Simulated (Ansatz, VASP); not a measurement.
# Cu in VASP and in Ansatz

File INCAR:

```
SYSTEM = Cu
PREC = Accurate
ENCUT = 700
EDIFF = 1E-6
ISMEAR = -1
SIGMA = 0.05
LREAL = .FALSE.
LASPH = .TRUE.
NELM = 120
ALGO = Normal
ISIF = 2
LWAVE = .FALSE.
LCHARG = .FALSE.
GGA = CA
NBANDS = 26
GGA_COMPAT = .FALSE.
```

KPOINTS

```
Automatic mesh
0
G
  7 7 4
  0 0 0
```

The input POSCAR:

```
Cu
1.0
    2.5340966698      0.0000000000      0.0000000000
   -1.2670483349      2.1945920917      0.0000000000
    0.0000000000      0.0000000000      4.1125710000
Cu
2
Direct
    0.6666666667      0.3333333333      0.7500000000
    0.3333333333      0.6666666667      0.2500000000
```

The input input.yaml:

```yaml
crystal:
  lattice:
    - [2.5340966698, 0.0, 0.0]
    - [-1.2670483349, 2.1945920917, 0.0]
    - [0.0, 0.0, 4.112571]
  atoms:
    - { symbol: Cu, position: [0.6666666667, 0.3333333333, 0.75] }
    - { symbol: Cu, position: [0.3333333333, 0.6666666667, 0.25] }
hamiltonian:
  xc: lda
  pseudopotentials: { kind: paw }
kpoints:
  mp_grid: { grid: [7, 7, 4] }
  band_path:
    path:
      - [[0.0, 0.0, 0.0], [0.5, 0.0, 0.0], [0.3333333333, 0.3333333333, 0.0], [0.0, 0.0, 0.0], [0.0, 0.0, 0.5], [0.5, 0.0, 0.5], [0.3333333333, 0.3333333333, 0.5], [0.0, 0.0, 0.5]]
      - [[0.5, 0.0, 0.5], [0.5, 0.0, 0.0]]
      - [[0.3333333333, 0.3333333333, 0.0], [0.3333333333, 0.3333333333, 0.5]]
    npoints: 14
scf:
  occupations: { method: fermi_dirac, width: 0.05 }
  n_extra_bands: 6
output:
  forces: true
  stress: true
  eigenvalues: true
  fatbands: true
```

Alike in both runs: functional LDA; k mesh 7 × 7 × 4; occupations fermi-dirac, width 0.05 eV; no spin polarisation.

|  | VASP | Ansatz |
| --- | --- | --- |
| version | VASP 6.6.1 | Ansatz 0.2.0 |
| potentials or method | VASP PAW LDA potentials, release 64 (Cu_sv_GW) | Ansatz PAW |
| plane-wave cutoff (eV) | 700 | 420 |
| valence electrons in the cell | 38 | 38 |
| task | single point | band structure |

VASP gave:

| Item | Value |
| --- | --- |
| gap on the k mesh at the Fermi level (eV) | none |
| pressure (GPa) | -12.7 |
| traceless stress, the component that is largest in VASP (GPa) | 0.78 |

**Question.** What did Ansatz give for the same quantities?

**Answer.** gap on the k mesh at the Fermi level (eV): none; pressure (GPa): -8.5; traceless stress, the component that is largest in VASP (GPa): 0.77.

LDA's correlation is that of Perdew and Zunger in VASP and of Perdew and Wang (1992) in Ansatz. A gap of «none» marks a metal or a gap that the smearing closes. One of these differences is far larger than is usual between the two programs; its cause wasn't traced.

The k mesh is coarse, so the values compare programs but aren't converged.
